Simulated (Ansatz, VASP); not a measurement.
## W in VASP and in Ansatz

```
W
1.0
    -1.58025    1.58025    1.58025
     1.58025   -1.58025    1.58025
     1.58025    1.58025   -1.58025
W
1
Direct
  0.00000 0.00000 0.00000
```

Alike in both runs: functional PBE; dispersion D3(BJ); k mesh 8 × 8 × 8; occupations gaussian, width 0.1 eV; no spin polarisation.

Ansatz relaxed the structure, and its values are those at the end. VASP's run is a single point on that final structure, the one shown.

```csv
,VASP,Ansatz
version,VASP 6.6.1,Ansatz 0.2.0
potentials or method,"VASP PAW PBE potentials, release 64 (W_sv), cutoff 520 eV","scalar-relativistic, plane waves, PAW"
valence electrons in the cell,14,14
```

```tsv
	VASP	Ansatz	Ansatz less VASP
gap on the k mesh at the Fermi level (eV)	none	none	-
pressure (GPa)	0.7	0.1	-0.54
```

A gap of «none» marks a metal or a gap that the smearing closes.

Spin-orbit coupling is off throughout.
